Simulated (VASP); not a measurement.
# Si (a cell with a defect) in VASP: notebook, part 2 of 2

VASP 6.6.1.

## (3) Single point, PBEsol

Input file INCAR:

```
PREC = Accurate ; ENCUT = 520
EDIFF = 1E-7 ; ISMEAR = 0
SIGMA = 0.02 ; LREAL = Auto
LASPH = True ; NELM = 60
ALGO = Normal ; ISIF = 2
LWAVE = False ; LCHARG = True
GGA = PS ; LELF = True
LVHAR = True ; NBANDS = 43
```

Input file KPOINTS:

```
Automatic mesh
0
Gamma
  3 3 3
```

Input file POSCAR:

```
Si
1.0
    0.0000000000      5.4338342766     -5.4338342766
    5.4338342766      5.4338342766      0.0000000000
    5.4338342766      0.0000000000     -5.4338342766
Si
15
Direct
    0.2479418220     -0.2438254660      0.2479418220
    0.1248712257      0.6251287743      0.1248712257
    0.6251287743      0.1248712257      0.1248712257
    0.6251287743      0.6251287743      0.1248712257
    0.1248712257      0.1248712257      0.6251287743
    0.1248712257      0.6251287743      0.6251287743
    0.6251287743      0.1248712257      0.6251287743
    0.6250000000      0.6250000000      0.6250000000
    0.2479418220      0.2479418220      0.2479418220
    0.7500644907      0.7500644907      0.2498065279
    0.7561745340      0.2479418220      0.2479418220
    0.2498065279      0.7500644907      0.7500644907
    0.2479418220      0.2479418220      0.7561745340
    0.7500644907      0.7500644907      0.7500644907
    0.7500644907      0.2498065279      0.7500644907
```

Potentials or basis: VASP PAW PBE potentials, release 64 (Si).

On the command line:

```bash
$ cat potpaw_PBE.64/Si/POTCAR > POTCAR
$ mpirun -np 1 vasp_std > vasp.out
```

OUTCAR:

```text
PREC = Accurate
   ENCUT = 520
   EDIFF = 1E-7
   ISMEAR = 0
   LREAL = Auto
   LASPH = True
   NELM = 60
   ISIF = 2
   GGA = PS

 ion  position               nearest neighbor table
   1  0.248  0.756  0.248-   4 2.37   6 2.37   2 2.37
   2  0.125  0.625  0.125-  10 2.35  12 2.35   9 2.37   1 2.37
   3  0.625  0.125  0.125-  10 2.35  15 2.35   9 2.37  11 2.37
   4  0.625  0.625  0.125-  10 2.35  14 2.35  11 2.37   1 2.37
   5  0.125  0.125  0.625-  12 2.35  15 2.35   9 2.37  13 2.37
   6  0.125  0.625  0.625-  12 2.35  14 2.35  13 2.37   1 2.37
   7  0.625  0.125  0.625-  15 2.35  14 2.35  11 2.37  13 2.37
   8  0.625  0.625  0.625-  14 2.35  12 2.35  10 2.35  15 2.35
   9  0.248  0.248  0.248-   2 2.37   3 2.37   5 2.37
  10  0.750  0.750  0.250-   4 2.35   3 2.35   2 2.35   8 2.35
  11  0.756  0.248  0.248-   4 2.37   7 2.37   3 2.37
  12  0.250  0.750  0.750-   6 2.35   5 2.35   2 2.35   8 2.35
  13  0.248  0.248  0.756-   6 2.37   7 2.37   5 2.37
[... 383 lines left out ...]

  FORCE on cell =-STRESS in cart. coord.  units (eV):
  Direction    XX          YY          ZZ          XY          YZ          ZX
  --------------------------------------------------------------------------------------
  -------------------------------------------------------------------------------------
  Total       -3.9318020     -3.9318020     -3.9318020      0.0000000      0.0000000     -0.0000000
  in kB      -19.6314807    -19.6314807    -19.6314807      0.0000000      0.0000000     -0.0000000
  external PRESSURE =     -19.6314807 kB  Pullay stress =       0.0000000 kB

 VOLUME and BASIS-vectors are now :
 -----------------------------------------------------------------------------
  energy-cutoff  :      520.00
  volume of cell :      320.88
      direct lattice vectors                 reciprocal lattice vectors
     0.000000000  5.433834277 -5.433834277    -0.092016056  0.092016056 -0.092016056
     5.433834277  5.433834277  0.000000000     0.092016056  0.092016056  0.092016056
     5.433834277  0.000000000 -5.433834277     0.092016056 -0.092016056 -0.092016056

 POSITION                                       TOTAL-FORCE (eV/Angst)
 -----------------------------------------------------------------------------------
      5.45620      5.45620     -2.69455         0.003051      0.003051      0.003051
      4.07538      4.07538     -1.35706         0.000000     -0.000000     -0.007245
      1.35706      4.07538     -4.07538         0.007245     -0.000000     -0.000000
      4.07538      6.79369     -4.07538         0.000000     -0.007245     -0.000000
      4.07538      1.35706     -4.07538         0.000000      0.007245     -0.000000
      6.79369      4.07538     -4.07538        -0.007245     -0.000000     -0.000000
      4.07538      4.07538     -6.79369         0.000000     -0.000000      0.007245
      6.79229      6.79229     -6.79229        -0.000000     -0.000000      0.000000
      2.69455      2.69455     -2.69455        -0.003051     -0.003051      0.003051
      5.43313      8.15145     -5.43313         0.003054     -0.003054     -0.003054
      2.69455      5.45620     -5.45620        -0.003051      0.003051     -0.003051
      8.15145      5.43313     -5.43313        -0.003054      0.003054     -0.003054
      5.45620      2.69455     -5.45620         0.003051     -0.003051     -0.003051
      8.15145      8.15145     -8.15145        -0.003054     -0.003054      0.003054
      5.43313      5.43313     -8.15145         0.003054      0.003054      0.003054
 -----------------------------------------------------------------------------------
    total drift:                               -0.000000     -0.000000      0.000000

  FREE ENERGIE OF THE ION-ELECTRON SYSTEM (eV)
  ---------------------------------------------------
  free  energy   TOTEN  =       -83.0012569614 eV

  energy  without entropy=      -82.9993296986  energy(sigma->0) =      -83.00029333
```

Run time: 69 s. Hardware: 1 thread of Intel Xeon 6975P-C (Granite Rapids), shared host; peak memory 0.43 GiB.

What came out:

| Quantity | Value |
| --- | --- |
| Free energy | -83.0013 eV |
| Pressure | -2.0 GPa |
| Largest force | 0.007 eV/Å |
| Band gap on the k mesh | zero (band 30 reaches 5.94 eV, above the bottom of band 31 at 5.24 eV) |

Forces in eV/Å, atoms in the order of the input:
```
Si   0.003  0.003  0.003
Si   0.000  0.000 -0.007
Si   0.007  0.000  0.000
Si   0.000 -0.007  0.000
Si   0.000  0.007  0.000
Si  -0.007  0.000  0.000
Si   0.000  0.000  0.007
Si   0.000  0.000  0.000
Si  -0.003 -0.003  0.003
Si   0.003 -0.003 -0.003
Si  -0.003  0.003 -0.003
Si  -0.003  0.003 -0.003
Si   0.003 -0.003 -0.003
Si  -0.003 -0.003  0.003
Si   0.003  0.003  0.003
```

Levels at points of the mesh, in eV from the Fermi level:
| k point | band 27 | band 28 | band 29 | band 30 | band 31 | band 32 | band 33 | band 34 |
| --- | --- | --- | --- | --- | --- | --- | --- | --- |
| (0.00, 0.00, 0.00) | -0.49 | -0.49 | -0.49 | 0.73 | 0.73 | 0.73 | 0.74 | 0.74 |

Caveat: the PAW data sets were made with another functional, which shifts forces and pressure a little.

## (4) Single point, PBEsol

Input file INCAR:

```
PREC = Accurate
ENCUT = 520
EDIFF = 1E-6
ISMEAR = 0
SIGMA = 0.02
LREAL = Auto
LASPH = T
NELM = 60
ALGO = Normal
ISIF = 2
LWAVE = F
LCHARG = F
GGA = PS
NBANDS = 43
```

Input file KPOINTS:

```
regular mesh
0
Gamma
  3 3 3
```

Input file POSCAR:

```
Si
1.0
    0.0000000000      5.4338342766     -5.4338342766
    5.4338342766      5.4338342766      0.0000000000
    5.4338342766      0.0000000000     -5.4338342766
Si
15
Direct
    0.1270582548      0.1188252102      0.1270582548
    0.1270582548      0.6270582293      0.1270582548
    0.6249354189      0.1249354444      0.1251936414
    0.6188252767      0.6270583214      0.1270581628
    0.1251936414      0.1249354444      0.6249354189
    0.1270581628      0.6270583214      0.6188252767
    0.6249355109      0.1249353524      0.6249355109
    0.6249355109      0.6251935240      0.6249355109
    0.2501288098      0.2498711648      0.2501288098
    0.7498711393      0.7501287843      0.2501288098
    0.7498711393      0.2498711648      0.2501288098
    0.2501288098      0.7501287843      0.7498711393
    0.2501288098      0.2498711648      0.7498711393
    0.7498711393      0.7501287843      0.7498711393
    0.7499999618      0.2499999873      0.7499999618
```

On the command line:

```bash
$ cat potpaw_PBE.64/Si/POTCAR > POTCAR
$ mpirun -np 1 vasp_std > vasp.out
```

It took 68 s on 1 thread of Intel Xeon 6975P-C (Granite Rapids), shared host; peak memory 0.43 GiB.

The run converged. Its results:

```
Free energy            : -83.0012 eV
Pressure               : -2.0 GPa
Largest force          : 0.007 eV/Å
Band gap on the k mesh : zero (band 30 reaches 5.94 eV, above the bottom of band 31 at 5.24 eV)
```

Forces on the atoms (eV/Å):
```
Si  -0.004 -0.004 -0.004
Si   0.004  0.004 -0.004
Si  -0.003  0.003  0.003
Si   0.004 -0.004  0.004
Si   0.003 -0.003  0.003
Si  -0.004  0.004  0.004
Si   0.003  0.003 -0.003
Si  -0.003 -0.003 -0.003
Si   0.000  0.000  0.007
Si  -0.007  0.000  0.000
Si   0.000  0.007  0.000
Si   0.000 -0.007  0.000
Si   0.007  0.000  0.000
Si   0.000  0.000 -0.007
Si   0.000  0.000  0.000
```

Levels at points of the mesh, in eV from the Fermi level:
```csv
k point,band 26,band 27,band 28,band 29,band 30,band 31,band 32,band 33,band 34,band 35
"(0.00, 0.00, 0.00)",-1.19,-0.49,-0.49,-0.49,0.73,0.73,0.73,0.74,0.74,0.78
```

Caveat: the PAW data sets were made with another functional, which shifts forces and pressure a little.
